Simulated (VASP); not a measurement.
# Al (C2/m) in VASP: single point with PBE

Aim: the single point of Al with PBE.

Everything below comes from runs of VASP 6.6.1. Logs are shortened: lines on timing, memory, paths and dates and some standing lists are left out, and cuts for length are marked.

## 1. The cell of the first run

The typed cell holds 2 atoms: a = 4.053 Å, b = 4.053 Å, c = 2.851 Å, α = 90.00°, β = 134.78°, γ = 90.00°.

## 2. Single point, PBE

INCAR reads:

```
PREC = Accurate
ENCUT = 520
EDIFF = 1E-7
ISMEAR = 0
SIGMA = 0.1
LREAL = False
LASPH = True
NELM = 100
ALGO = Normal
ISIF = 2
LWAVE = False
LCHARG = True
GGA = PE
LELF = True
LVHAR = True
NBANDS = 10
```

KPOINTS reads:

```
Automatic mesh
0
Gamma
  9 9 17
```

POSCAR reads:

```
Al
1.0
    4.0529246444      0.0000000000      0.0185555929
    0.0000000000      4.0529671209      0.0000000000
   -2.0172415706      0.0000000000      2.0146121819
Al
2
Direct
    0.0000000000      0.0000000000      0.0000000000
    0.5000000000      0.5000000000      0.0000000000
```

Potentials or basis: VASP PAW PBE potentials, release 64 (Al).

On the command line:

```console
cat potpaw_PBE.64/Al/POTCAR > POTCAR
mpirun -np 1 vasp_std > vasp.out
```

OUTCAR:

```text
PREC = Accurate
   ENCUT = 520
   EDIFF = 1E-7
   ISMEAR = 0
   LREAL = False
   LASPH = True
   NELM = 100
   ISIF = 2
   GGA = PE

 ion  position               nearest neighbor table
   1  0.000  0.000  0.000-   2 2.86   2 2.86   2 2.86   2 2.86   2 2.87   2 2.87   2 2.87   2 2.87

   2  0.500  0.500  0.000-   1 2.86   1 2.86   1 2.86   1 2.86   1 2.87   1 2.87   1 2.87   1 2.87

  LATTYP: Found a simple monoclinic cell.
 ALAT       =     2.8509517354
 B/A-ratio  =     1.4216189880
 C/A-ratio  =     1.0091761782
 COS(beta)  =    -0.0012703374

  Lattice vectors:

 A1 = (  -2.0172415706,   0.0000000000,   2.0146121819)
 A2 = (   0.0000000000,  -4.0529671209,   0.0000000000)
 A3 = (   2.0356830738,   0.0000000000,   2.0331677748)

Analysis of symmetry for initial positions (statically):
=====================================================================
 Subroutine PRICEL returns following result:

  LATTYP: Found a base centered monoclinic cell.
 ALAT       =     4.0478219658
 B/A-ratio  =     1.0012710922
 C/A-ratio  =     0.7043174723
 COS(beta)  =    -0.7034145414

  Lattice vectors:

 A1 = (  -0.0092207516,   2.0264835604,  -2.0238899784)
 A2 = (  -0.0092207516,  -2.0264835605,  -2.0238899784)
 A3 = (  -2.0172415706,   0.0000000000,   2.0146121819)

   2 primitive cells build up your supercell.

 Routine SETGRP: Setting up the symmetry group for a
 simple monoclinic supercell.

 Subroutine GETGRP returns: Found  4 space group operations
 (whereof  4 operations were pure point group operations)
 out of a pool of  4 trial point group operations.

The static configuration has the point symmetry C_2h.

Analysis of symmetry for dynamics (positions and initial velocities):
=====================================================================
 Subroutine PRICEL returns following result:

  LATTYP: Found a base centered monoclinic cell.
 ALAT       =     4.0478219658
 B/A-ratio  =     1.0012710922
 C/A-ratio  =     0.7043174723
 COS(beta)  =    -0.7034145414

  Lattice vectors:

 A1 = (  -0.0092207516,   2.0264835604,  -2.0238899784)
 A2 = (  -0.0092207516,  -2.0264835605,  -2.0238899784)
 A3 = (  -2.0172415706,   0.0000000000,   2.0146121819)

   2 primitive cells build up your supercell.

 Routine SETGRP: Setting up the symmetry group for a
 simple monoclinic supercell.

 Subroutine GETGRP returns: Found  4 space group operations
 (whereof  4 operations were pure point group operations)
 out of a pool of  4 trial point group operations.

The dynamic configuration has the point symmetry C_2h.

 Subroutine INISYM returns: Found  4 space group operations
 (whereof  4 operations are pure point group operations),
 and found     2 'primitive' translations

----------------------------------------------------------------------------------------

                                     Primitive cell

  volume of cell :      16.6222

  direct lattice vectors                    reciprocal lattice vectors
    -0.009220752  2.026483560 -2.023889978    -0.245609457  0.246732818 -0.245930017
    -0.009220752 -2.026483560 -2.023889978    -0.245609457 -0.246732818 -0.245930017
    -2.017241571  0.000000000  2.014612182    -0.493481102  0.000000000  0.002248278

  length of vectors
     2.864062026  2.864062026  2.850951735     0.426242492  0.426242492  0.493486223

  position of ions in fractional coordinates (direct lattice)
     0.000000000  0.000000000  0.000000000

  ion indices of the primitive-cell ions
   primitive index   ion index
                 1           1

----------------------------------------------------------------------------------------

 KPOINTS: Automatic mesh

Automatic generation of k-mesh.
 Grid dimensions read from file:
 generate k-points for:    9    9   17

 Generating k-lattice:

  Cartesian coordinates                     Fractional coordinates (reciprocal lattice)
     0.027289940  0.000000000  0.027325557     0.111111111  0.000000000 -0.000000000
     0.000000000  0.027414758  0.000000000     0.000000000  0.111111111  0.000000000
    -0.000133070  0.000000000  0.029065195    -0.000000000  0.000000000  0.058823529

  Length of vectors
     0.038618997  0.027414758  0.029065499

  Shift w.r.t. Gamma in fractional coordinates (k-lattice)
     0.000000000  0.000000000  0.000000000

 Subroutine IBZKPT returns following result:
 ===========================================

 Found    385 irreducible k-points:

 Following reciprocal coordinates:
            Coordinates               Weight
  0.000000  0.000000  0.000000      1.000000
  0.111111  0.000000 -0.000000      2.000000
  0.222222  0.000000 -0.000000      2.000000
  0.333333  0.000000 -0.000000      2.000000
  0.444444  0.000000 -0.000000      2.000000
  0.000000  0.111111  0.000000      2.000000
[... 16 lines left out ...]
  0.222222  0.444444 -0.000000      4.000000
  0.333333  0.444444 -0.000000      4.000000
 [... further k-points ...]
   k-points           NKPTS =    385   k-points in BZ     NKDIM =    385   number of bands    NBANDS=     10
   number of dos      NEDOS =    301   number of ions     NIONS =      2
   total plane-waves  NPLWV =  21600
   dimension x,y,z NGX =    30 NGY =   30 NGZ =   24
   dimension x,y,z NGXF=    60 NGYF=   60 NGZF=   48
   ions per type =               2
   NGX,Y,Z   is equivalent  to a cutoff of  12.31, 12.31, 13.99 a.u.
   NGXF,Y,Z  is equivalent  to a cutoff of  24.61, 24.61, 27.99 a.u.
 SYSTEM =  unknown system
   PREC   = accura    normal or accurate (medium, high low for compatibility)
   ISTART =      0    job   : 0-new  1-cont  2-samecut
   ICHARG =      2    charge: 1-file 2-atom 10-const
   ISPIN  =      1    spin polarized calculation?
   LNONCOLLINEAR =      F non collinear calculations
   LSORBIT =      F    spin-orbit coupling
   LASPH  =      T    aspherical Exc in radial PAW
   ENCUT  =  520.0 eV  38.22 Ry    6.18 a.u.   7.54  7.54  5.30*2*pi/ulx,y,z
   NELM   =    100;   NELMIN=  2; NELMDL= -5     # of ELM steps
   EDIFF  = 0.1E-06   stopping-criterion for ELM
   LREAL  =      F    real-space projection
   EDIFFG = 0.1E-05   stopping-criterion for IOM
   NSW    =      0    number of steps for IOM
   IBRION =     -1    ionic relax: 0-MD 1-quasi-New 2-CG
   NFREE  =      0    steps in history (QN), initial steepest desc. (CG)
   ISIF   =      2    stress and relaxation
   ISYM   =      2    0-nonsym 1-usesym 2-fastsym
   POTIM  = 0.5000    time-step for ionic-motion
   TEBEG  =    0.0;   TEEND  =   0.0 temperature during run
   PSTRESS=    0.0 pullay stress
   NELECT =       6.0000    total number of electrons
   NUPDOWN=      -1.0000    fix difference up-down
   EMIN   =  10.00;   EMAX   =-10.00  energy-range for DOS
   EFERMI =   0.00;   METHOD = LEGACY
   ISMEAR =     0;   SIGMA  =   0.10  broadening in eV -4-tet -1-fermi 0-gaus
   EFERMI_NEDOS =   21; number of points for ismear=-14 and -15
   IALGO  =     38    algorithm
   IMIX   =      4    mixing-type and parameters
     AMIX     =   0.40;   BMIX     =  1.00
     AMIX_MAG =   1.60;   BMIX_MAG =  1.00
  volume/ion in A,a.u.               =      16.62       112.17
  Fermi-wavevector in a.u.,A,eV,Ry     =   0.925164  1.748307 11.645615  0.855929
  Thomas-Fermi vector in A             =   2.050989
   LORBIT       =      0    0 simple, 1 ext, 2 COOP (PROOUT), +10 PAW based schemes
   GGA     = PE    functional components
   LHFCALC =     F    Hartree Fock is set to
   AEXX    =    0.0000 exact exchange contribution
   IVDW    =     0    specifies the selected vdW correction
   LEPSILON=     F    determine dielectric tensor
   LRPA    =     F    only Hartree local field effects (RPA)
 non-spin polarized calculation
 Gauss-broadening in eV      SIGMA  =   0.10
  energy-cutoff  :      520.00
  volume of cell :       33.24
 maximum number of plane-waves:       907
 NGX is ok and might be reduce to    30
   NGX = 15   NGY = 15   NGZ = 11

 number of electron       6.0000000 magnetization

 Free energy of the ion-electron system (eV)
  ---------------------------------------------------
  ext. energy  EPLUGINS =         0.00000000
  ---------------------------------------------------
  free energy    TOTEN  =        -7.49093222 eV

  energy without entropy =       -7.48718772  energy(sigma->0) =       -7.48905997

 E-fermi :   7.9336     XC(G=0): -10.1697

 val. band max:        7.9274938367   @ k =  -0.3333   0.0000   0.2941
 cond. band min:       7.9387149326   @ k =   0.1111   0.1111   0.2941
 fundamental gap:      0.0112210960
 Fermi energy:         7.9336195011

 k-point     1 :       0.0000    0.0000    0.0000
  band No.  band energies     occupation
      1      -3.1600      2.00000
      2       5.0114      2.00000
      3       6.3148      2.00000
      4      13.1797      0.00000
      5      13.3288      0.00000
      6      13.6562      0.00000
      7      16.9373      0.00000
      8      20.3611      0.00000
      9      20.4952      0.00000
     10      20.6488      0.00000

 k-point     2 :       0.1111    0.0000   -0.0000
  band No.  band energies     occupation
      1      -2.9394      2.00000
      2       5.2137      2.00000
      3       6.5280      2.00000
      4      10.2660      0.00000
      5      13.8449      0.00000
      6      15.0434      0.00000
      7      17.9120      0.00000
      8      18.6036      0.00000
      9      18.6845      0.00000
     10      20.8631      0.00000

 k-point     3 :       0.2222    0.0000   -0.0000
  band No.  band energies     occupation
      1      -2.2795      2.00000
      2       5.8209      2.00000
      3       7.0032      2.00000
      4       7.4571      2.00000
      5      14.4118      0.00000
      6      14.9531      0.00000
      7      15.9650      0.00000
      8      16.1136      0.00000
      9      21.5052      0.00000
     10      22.2939      0.00000
[... 248 lines left out ...]
 k-point    23 :       0.2222    0.4444   -0.0000
  band No.  band energies     occupation
      1      -0.5210      2.00000
      2       0.4584      2.00000
      3       8.9274      0.00000
      4       9.8559      0.00000
      5      15.5820      0.00000
      6      15.9295      0.00000
      7      16.7835      0.00000
      8      17.5869      0.00000
      9      18.1543      0.00000
     10      18.4449      0.00000

 k-point    24 :       0.3333    0.4444   -0.0000
  band No.  band energies     occupation
      1       0.5590      2.00000
      2       1.5313      2.00000
      3       6.2667      2.00000
      4       7.2073      2.00000
      5      16.5306      0.00000
      6      16.8817      0.00000
      7      17.7393      0.00000
      8      18.5593      0.00000
      9      19.0008      0.00000
     10      19.0916      0.00000

 [... further k-points ...]

------------------------ aborting loop because EDIFF is reached ----------------------------------------

  FORCE on cell =-STRESS in cart. coord.  units (eV):
  Direction    XX          YY          ZZ          XY          YZ          ZX
  --------------------------------------------------------------------------------------
  -------------------------------------------------------------------------------------
  Total       -0.0900031     -0.2795691     -0.0069585      0.0000000      0.0000000      0.0024183
  in kB       -4.3375903    -13.4734968     -0.3353574      0.0000000      0.0000000      0.1165462
  external PRESSURE =      -6.0488148 kB  Pullay stress =       0.0000000 kB

 VOLUME and BASIS-vectors are now :
 -----------------------------------------------------------------------------
  energy-cutoff  :      520.00
  volume of cell :       33.24
      direct lattice vectors                 reciprocal lattice vectors
     4.052924644  0.000000000  0.018555593     0.245609457  0.000000000  0.245930017
     0.000000000  4.052967121  0.000000000     0.000000000  0.246732818  0.000000000
    -2.017241571  0.000000000  2.014612182    -0.002262187  0.000000000  0.494108311

 POSITION                                       TOTAL-FORCE (eV/Angst)
 -----------------------------------------------------------------------------------
      0.00000      0.00000      0.00000        -0.000000     -0.000000     -0.000000
      2.02646      2.02648      0.00928         0.000000      0.000000      0.000000
 -----------------------------------------------------------------------------------
    total drift:                                0.000000     -0.000000     -0.000000

  FREE ENERGIE OF THE ION-ELECTRON SYSTEM (eV)
  ---------------------------------------------------
  free  energy   TOTEN  =        -7.4909322163 eV

  energy  without entropy=       -7.4871877183  energy(sigma->0) =       -7.48905997
```

Wall time 1.7 min (1 thread of Intel Xeon Platinum 8259CL at 2.50GHz (Skylake/Cascade Lake), shared host); peak memory 0.23 GiB.

Results:

```
Free energy            : -7.4909 eV
Pressure               : -0.6 GPa
Band gap on the k mesh : zero (band 3 reaches 14.80 eV, above the bottom of band 4 at 4.05 eV)
```

Stress tensor (GPa, compression positive):
```
-0.43  0.00  0.01
 0.00 -1.35  0.00
 0.01  0.00 -0.03
```
